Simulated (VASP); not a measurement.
# AlN (P6_3mc) in VASP: further runs, part 2 of 2

VASP 6.6.1.

**4. Relaxation of cell and atoms, r2SCAN**

This run uses another cell than the first one, of 10.45 Å³/atom.

Input file POSCAR:

```
AlN
1.0
    3.1130000000      0.0000000000      0.0000000000
   -1.5565000000      2.6959370820      0.0000000000
    0.0000000000      0.0000000000      4.9810000000
Al N
2 2
Direct
    0.3333333333      0.6666666667      0.0000000000
    0.6666666667      0.3333333333      0.5000000000
    0.3333333333      0.6666666667      0.3800000000
    0.6666666667      0.3333333333      0.8800000000
```

Input file INCAR.step1:

```
PREC     = Accurate       # precision mode
ENCUT    = 660            # plane-wave cutoff, eV
ISMEAR   = -1             # smearing method
SIGMA    = 0.05           # smearing width, eV
LREAL    = F              # projectors in reciprocal space
LASPH    = T              # aspherical terms in the spheres
NELM     = 120            # most SCF steps
GGA      = PE             # functional
ALGO     = Normal         # electronic algorithm
EDIFF    = 1E-5           # SCF threshold, eV
LWAVE    = T              # write WAVECAR
LCHARG   = F              # write CHGCAR
GGA_COMPAT= F            
IBRION   = 2              # ionic algorithm
ISIF     = 3              # what is computed and relaxed
EDIFFG   = -0.005         # ionic threshold
NELMIN   = 4            
NSW      = 100            # ionic steps
```

Input file INCAR.step2:

```
PREC     = Accurate       # precision mode
ENCUT    = 660            # plane-wave cutoff, eV
EDIFF    = 1E-7           # SCF threshold, eV
ISMEAR   = -1             # smearing method
SIGMA    = 0.05           # smearing width, eV
LREAL    = F              # projectors in reciprocal space
LASPH    = T              # aspherical terms in the spheres
NELM     = 120            # most SCF steps
ALGO     = Normal         # electronic algorithm
ISIF     = 3              # what is computed and relaxed
LWAVE    = F              # write WAVECAR
LCHARG   = F              # write CHGCAR
METAGGA  = R2SCAN         # meta-GGA
LMIXTAU  = T            
IBRION   = 2              # ionic algorithm
NSW      = 100            # ionic steps
EDIFFG   = -0.002         # ionic threshold
ISTART   = 1            
GGA_COMPAT= F            
NELMIN   = 4
```

Input file KPOINTS:

```
Automatic mesh
0
Gamma
  10 10 6
```

Run with:

```bash
$ cat potpaw_PBE.64/Al/POTCAR potpaw_PBE.64/N/POTCAR > POTCAR
$ cp INCAR.step1 INCAR
$ mpirun -np 1 vasp_std > vasp.out
$ cp INCAR.step2 INCAR
$ mpirun -np 1 vasp_std > vasp.out
```

It took 7.9 min on 1 thread of Intel Xeon 6975P-C (Granite Rapids), shared host; peak memory 0.21 GiB.

The run converged. Its results:

- Free energy: -38.4545 eV
- Relaxed volume: 10.39 Å³/atom
- Relaxed cell: a = 3.105 Å, b = 3.105 Å, c = 4.976 Å, α = 90.00°, β = 90.00°, γ = 120.00°
- Space group after relaxing (to 0.1 Å): P6_3mc (No. 186)
- Energy gained by relaxing: 0.5 meV/atom
- Ionic steps: 9
- Pressure after relaxing: 0.0 GPa
- Band gap on the k mesh: 4.93 eV

The path:
```tsv
step	energy change (eV)	largest force (eV/Å)	pressure (GPa)	volume (Å³)
1	0.0000	0.1214	-1.28	41.80
2	0.0001	0.0976	1.32	41.30
3	-0.0021	0.0138	-0.04	41.56
4	-0.0021	0.0114	-0.01	41.55
5	-0.0022	0.0065	0.01	41.54
6	-0.0022	0.0009	0.04	41.54
7	-0.0022	0.0028	0.03	41.54
8	-0.0022	0.0028	-0.03	41.55
9	-0.0022	0.0016	-0.02	41.55
```

Final structure:
```
CELL_PARAMETERS angstrom
3.10510 0.00000 0.00000
-1.55255 2.68910 0.00000
0.00000 0.00000 4.97579
ATOMIC_POSITIONS crystal
Al 0.33333 0.66667 0.99919
Al 0.66667 0.33333 0.49919
N 0.33333 0.66667 0.38081
N 0.66667 0.33333 0.88081
```

Levels at points of the mesh, in eV from the valence-band top:
```tsv
k point	band 6	band 7	band 8	band 9	band 10	band 11
(0.00, 0.00, 0.00)	-0.23	-0.23	0.00	4.93	7.55	11.63
(0.50, 0.00, 0.00)	-2.14	-1.77	-0.71	6.45	6.57	9.07
(0.00, 0.00, 0.50)	-0.57	-0.57	-0.57	7.27	7.27	11.33
(0.50, 0.00, 0.50)	-1.50	-1.39	-1.39	6.00	6.00	10.16
```

Caveat: the PAW data sets were made with another functional, which shifts forces and pressure a little. A k mesh can miss the band edges.

**5. Relaxation of the atoms, r2SCAN (10.56 Å³/atom)**

Input file POSCAR:

```
AlN
1.0
    3.1221521821      0.0000000000      0.0000000000
   -1.5610760911      2.7038631042      0.0000000000
    0.0000000000      0.0000000000      5.0032903914
Al N
2 2
Direct
    0.3333333333      0.6666666667     -0.0008019306
    0.6666666667      0.3333333333      0.4991980694
    0.3333333333      0.6666666667      0.3808019306
    0.6666666667      0.3333333333      0.8808019306
```

Input file INCAR.step1:

```
  PREC = Accurate
  ENCUT = 580
  ISMEAR = 0
  SIGMA = 0.01
  LREAL = False
  LASPH = True
  NELM = 120
  GGA = PE
  ALGO = Normal
  EDIFF = 1E-5
  LWAVE = True
  LCHARG = False
  GGA_COMPAT = False
  IBRION = 2
  EDIFFG = -0.01
  NELMIN = 4
  NSW = 100
```

Input file INCAR.step2:

```
  PREC = Accurate
  ENCUT = 580
  EDIFF = 1E-7
  ISMEAR = 0
  SIGMA = 0.01
  LREAL = False
  LASPH = True
  NELM = 120
  ALGO = Normal
  ISIF = 2
  LWAVE = False
  LCHARG = False
  METAGGA = R2SCAN
  LMIXTAU = True
  IBRION = 2
  NSW = 100
  EDIFFG = -0.002
  ISTART = 1
  GGA_COMPAT = False
  NELMIN = 4
```

Input file KPOINTS:

```
Automatic mesh
0
Gamma
  8 8 4
```

Run with:

```bash
$ cat potpaw_PBE.64/Al/POTCAR potpaw_PBE.64/N/POTCAR > POTCAR
$ cp INCAR.step1 INCAR
$ mpirun -np 1 vasp_std > vasp.out
$ cp INCAR.step2 INCAR
$ mpirun -np 1 vasp_std > vasp.out
```

Wall time 59 s (1 thread of Intel Xeon 6975P-C (Granite Rapids), shared host); peak memory 0.18 GiB.

It converged, with:

```yaml
Free_energy: -38.4493 eV
Energy_gained_by_relaxing: 0.0 meV/atom
Ionic_steps: 2
Pressure_after_relaxing: -3.4 GPa
Band_gap_on_the_k_mesh: 4.78 eV
```

Stress tensor (GPa, compression positive):
```
-3.45  0.00  0.00
 0.00 -3.45  0.00
 0.00  0.00 -3.17
```

Final structure:
```
CELL_PARAMETERS angstrom
3.12215 0.00000 0.00000
-1.56108 2.70386 0.00000
0.00000 0.00000 5.00329
ATOMIC_POSITIONS crystal
Al 0.33333 0.66667 0.99924
Al 0.66667 0.33333 0.49924
N 0.33333 0.66667 0.38076
N 0.66667 0.33333 0.88076
```

Levels at points of the mesh, in eV from the valence-band top:
| k point | band 5 | band 6 | band 7 | band 8 | band 9 | band 10 | band 11 | band 12 |
| --- | --- | --- | --- | --- | --- | --- | --- | --- |
| (0.00, 0.00, 0.00) | -0.88 | -0.22 | -0.22 | 0.00 | 4.78 | 7.40 | 11.49 | 11.93 |
| (0.50, 0.00, 0.00) | -3.35 | -2.11 | -1.75 | -0.70 | 6.41 | 6.51 | 8.92 | 11.15 |
| (0.00, 0.00, 0.50) | -0.56 | -0.56 | -0.56 | -0.56 | 7.12 | 7.12 | 11.19 | 11.19 |
| (0.50, 0.00, 0.50) | -1.48 | -1.48 | -1.38 | -1.38 | 5.95 | 5.95 | 10.05 | 10.05 |

Caveat: the PAW data sets were made with another functional, which shifts forces and pressure a little.

**6. The runs side by side**

| task | cell | k mesh | cutoff (eV) | smearing | gap on the mesh (eV) | pressure (GPa) |
| --- | --- | --- | --- | --- | --- | --- |
| single point | a = 3.122, b = 3.122, c = 5.003 Å, angles 90.0, 90.0, 120.0°, 4 atoms, atomic positions A | 8 × 8 × 4 | 660 | gaussian 0.01 eV | 4.78 | -3.4 |
| single point | a = 3.107, b = 3.107, c = 4.979 Å, angles 90.0, 90.0, 120.0°, 4 atoms, atomic positions A | 10 × 10 × 6 | 660 | fermi-dirac 0.05 eV | 4.92 | -0.4 |
| relaxation of cell and atoms | relaxed from a = 3.113, b = 3.113, c = 4.981 Å, angles 90.0, 90.0, 120.0°, 4 atoms, atomic positions B | 10 × 10 × 6 | 660 | fermi-dirac 0.05 eV | 4.93 | 0.0 |
| relaxation of the atoms | atoms relaxed from a = 3.122, b = 3.122, c = 5.003 Å, angles 90.0, 90.0, 120.0°, 4 atoms, atomic positions A | 8 × 8 × 4 | 580 | gaussian 0.01 eV | 4.78 | -3.4 |

Alike in all rows: level r2SCAN; potentials or basis VASP PAW PBE potentials, release 64 (Al, N); no spin polarisation.

Caveats: the PAW data sets were made with another functional, which shifts forces and pressure a little; the cell stands under tension (at least some runs).

Absolute energies hang on the potentials; compare differences alone.
